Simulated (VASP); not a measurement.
## BaTiO3: single point with PBE+U

The system is BaTiO3.

```
CELL_PARAMETERS angstrom
2.86037 1.65144 2.34605
-2.86037 1.65144 2.34605
0.00000 -3.30287 2.34605
ATOMIC_POSITIONS crystal
Ba 0.00268 0.00268 0.00268
Ti 0.50825 0.50825 0.50825
O 0.49588 0.49588 0.99162
O 0.49588 0.99162 0.49588
O 0.99162 0.49588 0.49588
```

This cell differs from its parent crystal: atoms displaced along a vibrational mode.

```
Program                : VASP 6.6.1
Task                   : single point
Functional             : PBE
Potentials or basis    : VASP PAW PBE potentials, release 64 (Ba_sv, Ti_sv, O)
Cutoff                 : 520 eV
k mesh                 : 6 × 6 × 6
Occupations            : gaussian, width 0.01 eV
Spin                   : no spin polarisation
Hubbard terms          : Ti d U = 4.0 eV
Dipole correction      : no
Further INCAR settings : ALGO = Normal; EDIFF = 1e-06; NBANDS = 28
```

| Item | Value |
| --- | --- |
| Pressure | 1.5 GPa |
| Largest force | 0.144 eV/Å |
| Band gap on the k mesh | 2.29 eV (least direct gap 2.56 eV) |

Forces on the atoms (eV/Å):
```
Ba   0.000  0.000 -0.021
Ti   0.000  0.000 -0.144
O    0.000 -0.087  0.055
O   -0.075  0.043  0.055
O    0.075  0.043  0.055
```

Stress tensor (GPa, compression positive):
```
1.80 0.00 0.00
0.00 1.80 0.00
0.00 0.00 0.98
```

Levels at points of the mesh, in eV from the valence-band top:
| k point | band 17 | band 18 | band 19 | band 20 | band 21 | band 22 | band 23 | band 24 |
| --- | --- | --- | --- | --- | --- | --- | --- | --- |
| (0.00, 0.00, 0.00) | -1.03 | -0.32 | -0.27 | -0.27 | 2.29 | 2.29 | 2.33 | 3.85 |
| (0.50, 0.00, 0.00) | -1.66 | -1.65 | -0.84 | -0.80 | 2.46 | 3.81 | 3.83 | 3.85 |
| (0.50, 0.50, 0.00) | -1.86 | -0.91 | -0.89 | -0.08 | 3.84 | 3.84 | 4.23 | 4.53 |
| (0.50, 0.50, 0.50) | -2.31 | 0.00 | 0.00 | 0.00 | 4.42 | 4.45 | 4.45 | 6.44 |

Eigenvalues of the final occupation matrices:
```
    site  spin  trace               eigenvalues
site 2 d     1   0.78  0.10 0.10 0.10 0.23 0.23
site 2 d     2   0.78  0.10 0.10 0.10 0.23 0.23
```

Run time: 28 s on 1 thread of Intel(R) Xeon(R) 6975P-C (Granite Rapids), with other jobs on the host, peak memory 0.2 GiB.

Caveat: the cell differs from its parent crystal (atoms displaced along a vibrational mode); spin-orbit coupling is left out, which moves the levels of the heavy elements. A k mesh can miss the band edges.
